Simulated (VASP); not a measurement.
ScTaO2, 8 atoms in the cell. The structure is hexagonal, space group P6/mmm (No. 191). Conventional cell: a = 4.307 Å, b = 4.307 Å, c = 7.124 Å, α = 90.00°, β = 90.00°, γ = 120.00°. Within 2.6 Å of Sc (site symmetry -6m2) lie 2 O at 1.95 Å and 3 Sc at 2.49 Å and 3 Ta at 2.49 Å. Ta (site symmetry 6/mmm) has 12 O at 2.97 Å and 2 Ta at 3.56 Å within 3.9 Å. Within 3.3 Å of Ta (site symmetry 6/mmm) lie 6 Sc at 2.49 Å and 12 O at 3.16 Å. O (site symmetry 3m) has 1 Sc at 1.95 Å and 3 O at 2.49 Å within 2.6 Å. 

* Program: VASP 6.6.1
* Task: single point
* Functional: PBE
* Potentials or basis: VASP PAW PBE potentials, release 64 (Sc_sv, Ta_pv, O)
* Cutoff: 520 eV
* k mesh: 6 × 6 × 4
* Occupations: gaussian, width 0.1 eV
* Spin: no spin polarisation
* Dipole correction: no
* Further INCAR settings: ALGO = Normal; EDIFF = 1e-06; NBANDS = 44

Potentials or basis: VASP PAW PBE potentials, release 64 (Sc_sv, Ta_pv, O).

Run with:

```bash
$ cat potpaw_PBE.64/Sc_sv/POTCAR potpaw_PBE.64/Ta_pv/POTCAR potpaw_PBE.64/O/POTCAR > POTCAR
$ mpirun -np 1 vasp_std > vasp.out
```

Hardware: 1 thread of Intel(R) Xeon(R) 6975P-C (Granite Rapids), on a shared host.

Task: How long does it take, and how much memory?

Result: It took 97 s on 1 thread of Intel(R) Xeon(R) 6975P-C (Granite Rapids), on a shared host, peak memory 0.27 GiB. Counts: scf iterations 19, k points 21.
